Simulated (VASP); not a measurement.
Input of a VASP 6.6.1 run:

File INCAR:

```
SYSTEM = Be
PREC = Accurate ; ENCUT = 520
EDIFF = 1E-7 ; ISMEAR = -1
SIGMA = 0.1 ; LREAL = .False.
LASPH = .True. ; NELM = 60
ALGO = Normal ; ISIF = 2
LWAVE = .False. ; LCHARG = .False.
GGA = CA ; NBANDS = 9
```

Contents of KPOINTS:

```
regular mesh
0
Gamma
  26 26 15
  0 0 0
```

The input POSCAR:

```
Be
1.0
    2.1684023835      0.0000000000      0.0000000000
   -1.0842011918      1.8778915497      0.0000000000
    0.0000000000      0.0000000000      3.4121585068
Be
2
Direct
    0.3333333333      0.6666666667      0.2500000000
    0.6666666667      0.3333333333      0.7500000000
```

Potentials or basis: VASP PAW LDA potentials, release 64 (Be).

Command:

```sh
$ cat potpaw_LDA.64/Be/POTCAR > POTCAR
$ mpirun -np 1 vasp_std > vasp.out
```

Problem. Predict the band gap on the k mesh.

Solution. Zero (bands 2 and 3 overlap by 1.81 eV).

Problem. Predict the pressure.

Solution. 13.1 GPa.

Stress tensor (GPa, compression positive):
```
12.11  0.00  0.00
 0.00 12.11  0.00
 0.00  0.00 15.17
```

Caveat: the cell stands under pressure.
